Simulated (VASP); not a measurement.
Set up this calculation in VASP 6.6.1, as the native input.

```
Task                   : single point
Functional             : PBEsol
Potentials or basis    : VASP PAW PBE potentials, release 64 (Ta_pv, N)
Cutoff                 : 520 eV
k mesh                 : 17 × 17 × 5
Occupations            : gaussian, width 0.15 eV
Spin                   : no spin polarisation
Dipole correction      : no
Further INCAR settings : ALGO = Normal; EDIFF = 1e-06; NBANDS = 36
```

The structure of Ta2N lies in POSCAR:

```
Ta2N
1.0
   -3.0786153856      0.0000000000      0.0000000000
   -1.5393076928     -2.6661591324      0.0000000000
    0.0000000000      0.0000000000     11.1465143614
Ta N
4 2
Direct
    0.6666666667      0.6666666667      0.1065582765
    0.6666666667      0.6666666667      0.5392726682
    0.3333333333      0.3333333333      0.7588705067
    0.3333333333      0.3333333333      0.3261561151
    0.0000000000      0.0000000000      0.2163571958
    0.0000000000      0.0000000000      0.6490715874
```

One way to write it, as run:

INCAR

```
ALGO = Normal ; EDIFF = 1E-6
ENCUT = 520 ; GGA = PS
ISIF = 2 ; ISMEAR = 0
LASPH = T ; LCHARG = T
LELF = T ; LREAL = F
LVHAR = T ; LWAVE = F
NBANDS = 36 ; NELM = 80
PREC = Accurate ; SIGMA = 0.15
```

KPOINTS

```
k-points
0
Gamma
  17 17 5
```

Potentials or basis: VASP PAW PBE potentials, release 64 (Ta_pv, N).

Launch:

```console
$ cat potpaw_PBE.64/Ta_pv/POTCAR potpaw_PBE.64/N/POTCAR > POTCAR
$ mpirun -np 1 vasp_std > vasp.out
```

It gave:

* Pressure: -7.2 GPa
* Largest force: 0.908 eV/Å
* Band gap on the k mesh: zero (band 27 reaches 6.48 eV, above the bottom of band 28 at 5.43 eV)

Caveat: the PAW data sets were made with another functional, which shifts forces and pressure a little; spin-orbit coupling is left out, which moves the levels of the heavy elements.

Run time: 4.5 min on 1 thread of Intel(R) Xeon(R) 6975P-C (Granite Rapids), on a shared host, peak memory 0.47 GiB.
